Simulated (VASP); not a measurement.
Input of a VASP 6.6.1 run:

INCAR

```
PREC = Accurate
ENCUT = 520
EDIFF = 1E-6
ISMEAR = 0
SIGMA = 0.05
LREAL = False
LASPH = True
NELM = 60
ALGO = Normal
ISIF = 2
LWAVE = False
LCHARG = True
GGA = PS
LELF = True
LVHAR = True
NBANDS = 10
```

File KPOINTS:

```
Automatic mesh
0
Gamma
  10 10 10
```

The input POSCAR:

```
Ir
1.0
    2.7085103992      0.0000000000      0.0000000000
    1.3542551996      2.3456388122      0.0000000000
    1.3542551996      0.7818796041      2.2114894804
Ir
1
Direct
    0.0000000000      0.0000000000      0.0000000000
```

Potentials or basis: VASP PAW PBE potentials, release 64 (Ir).

Command:

```bash
$ cat potpaw_PBE.64/Ir/POTCAR > POTCAR
$ mpirun -np 1 vasp_std > vasp.out
```

Predict the pressure.

1.0 GPa.

Caveat: the PAW data sets were made with another functional, which shifts forces and pressure a little.
